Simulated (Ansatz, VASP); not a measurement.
Zr in VASP and in Ansatz

INCAR

```
PREC = Accurate
ENCUT = 520
EDIFF = 1E-8
ISMEAR = -1
SIGMA = 0.08
LREAL = F
LASPH = T
NELM = 100
ALGO = Normal
ISIF = 2
LWAVE = F
LCHARG = F
GGA = PE
LEFG = T
NBANDS = 19
```

The input KPOINTS:

```
regular mesh
0
Gamma
  13 13 7
```

File POSCAR:

```
Zr
1.0
    3.2319982225      0.0000000000      0.0000000000
   -1.6159991112      2.7989925656      0.0000000000
    0.0000000000      0.0000000000      4.9925900000
Zr
2
Direct
    0.3333333333      0.6666666667      0.2500000000
    0.6666666667      0.3333333333      0.7500000000
```

Input for Ansatz:

```yaml
crystal:
  lattice:
    - [3.2319982225, 0.0, 0.0]
    - [-1.6159991112, 2.7989925656, 0.0]
    - [0.0, 0.0, 4.99259]
  atoms:
    - { symbol: Zr, position: [0.3333333333, 0.6666666667, 0.25] }
    - { symbol: Zr, position: [0.6666666667, 0.3333333333, 0.75] }
kpoints:
  mp_grid: { grid: [13, 13, 7] }
scf:
  occupations: { method: fermi_dirac, width: 0.08 }
hamiltonian:
  xc: pbe
  pseudopotentials: { kind: all_electron, datasets: crystal }
output:
  forces: true
  stress: true
  eigenvalues: true
  efg: { contact_densities: true }
```

Change from the starting cell: zz strain of -3 %, crystal datasets.

Alike in both runs: task electric field gradients; functional PBE; k mesh 13 × 13 × 7; occupations fermi-dirac, width 0.08 eV; no spin polarisation.

|  | VASP | Ansatz |
| --- | --- | --- |
| version | VASP 6.6.1 | Ansatz 0.2.0 |
| potentials or method | VASP PAW PBE potentials, release 64 (Zr_sv), cutoff 520 eV | all-electron PAW with datasets made for the crystal, scalar-relativistic |

|  | VASP | Ansatz | Ansatz less VASP |
| --- | --- | --- | --- |
| pressure (GPa) | 3.7 | 3.8 | +0.01 |
| traceless stress, the component that is largest in VASP (GPa) | 2.60 | 2.60 | -0.001 |
| size of Vzz on the site where it differs most (V/Å²) | 60.6 | 60.4 | -0.22 |

Ansatz ran all-electron here, and VASP with PAW potentials.
